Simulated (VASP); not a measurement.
Runs of VASP 6.6.1 on Hf. The structure is that of space group I4/mmm (No. 139), or close to it. The cells are those of the table. 

| cell | further INCAR settings | gap on the mesh (eV) | pressure (GPa) |
| --- | --- | --- | --- |
| a = 3.182, b = 3.182, c = 2.928 Å, angles 62.6, 62.6, 54.8°, 1 atom | ALGO = Fast; EDIFF = 1e-06; NBANDS = 11 | none | -0.2 |
| a = 3.121, b = 3.121, c = 3.736 Å, angles 53.2, 53.2, 73.5°, 1 atom | ALGO = Fast; EDIFF = 1e-06; NBANDS = 11 | none | -11.5 |
| a = 3.022, b = 3.022, c = 3.246 Å, angles 57.5, 57.5, 65.0°, 1 atom | ALGO = Fast; EDIFF = 1e-06; NBANDS = 11 | none | -0.2 |
| a = 3.084, b = 3.084, c = 3.417 Å, angles 56.4, 56.4, 67.3°, 1 atom | ALGO = Fast; EDIFF = 1e-06; NBANDS = 11 | none | -8.4 |
| a = 3.122, b = 3.122, c = 3.459 Å, angles 56.4, 56.4, 67.3°, 1 atom | ALGO = Fast; EDIFF = 1e-06; NBANDS = 11 | none | (a) |
| a = 3.139, b = 3.139, c = 3.371 Å, angles 57.5, 57.5, 65.0°, 1 atom | ALGO = Fast; EDIFF = 1e-07; NBANDS = 11 | none | -10.9 |
| a = 3.305, b = 3.305, c = 3.041 Å, angles 62.6, 62.6, 54.8°, 1 atom | ALGO = Fast; EDIFF = 1e-07; NBANDS = 11 | none | -10.9 |
| a = 3.006, b = 3.006, c = 3.598 Å, angles 53.2, 53.2, 73.5°, 1 atom | ALGO = Fast; EDIFF = 1e-06; NBANDS = 11 | none | -1.1 |

Alike in all rows: task single point; level LDA; potentials or basis VASP PAW LDA potentials, release 64 (Hf_pv); no spin polarisation; k mesh 20 × 20 × 20; cutoff (eV) 520; smearing gaussian 0.15 eV.

Question: Fill in the values left out.

Answer: (a) -11.3.

Caveats: spin-orbit coupling is left out, which moves the levels of the heavy elements; the cell stands under tension (at least some runs); the stress differs along the axes, from -5 to 2 GPa (at least some runs); the stress differs along the axes, from -16 to -8 GPa (at least some runs).

A k mesh can miss the band edges, and the runs leave out spin-orbit coupling on Hf.

A gap of «none» marks levels without a gap at the run's occupations.
